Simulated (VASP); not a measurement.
Wanted: the native input for a VASP 6.6.1 run.

```
Task                   : relaxation of cell and atoms
Functional             : PBE
Potentials or basis    : VASP PAW PBE potentials, release 64 (V_sv)
Cutoff                 : 600 eV
k mesh                 : 18 × 18 × 18
Occupations            : fermi-dirac, width 0.1 eV
Spin                   : no spin polarisation
Dipole correction      : no
Further INCAR settings : ALGO = Normal; EDIFF = 1e-06; IBRION = 2; EDIFFG = -0.005; NSW = 60; ISIF = 3
```

The structure of V lies in POSCAR:

```
V
1.0
   -1.4991847422      1.4991847422      1.4991847422
    1.4991847422     -1.4991847422      1.4991847422
    1.4991847422      1.4991847422     -1.4991847422
V
1
Direct
    0.0000000000      0.0000000000      0.0000000000
```

These files were run (other wordings do the same):

INCAR

```
SYSTEM = V
PREC = Accurate
ENCUT = 600
EDIFF = 1E-6
ISMEAR = -1
SIGMA = 0.1
LREAL = .FALSE.
LASPH = .TRUE.
NELM = 60
ALGO = Normal
ISIF = 3
LWAVE = .FALSE.
LCHARG = .FALSE.
GGA = PE
IBRION = 2
NSW = 60
EDIFFG = -0.005
```

KPOINTS

```
regular mesh
0
G
  18 18 18
  0 0 0
```

Potentials or basis: VASP PAW PBE potentials, release 64 (V_sv).

Launch:

```sh
$ cat potpaw_PBE.64/V_sv/POTCAR > POTCAR
$ mpirun -np 1 vasp_std > vasp.out
```

Results of the run:

```yaml
Relaxed_volume: 13.49 Å³/atom
Relaxed_cell: a = 2.597 Å, b = 2.597 Å, c = 2.597 Å, α = 109.47°, β = 109.47°, γ = 109.47°
Space_group_after_relaxing_to_0.05_Å: Im-3m (No. 229)
Energy_gained_by_relaxing: 0.0 meV/atom
Ionic_steps: 3
Pressure_after_relaxing: 0.0 GPa
```

Wall time 2 min on 1 thread of AMD EPYC 7R13 (shared host), peak memory 0.14 GiB.
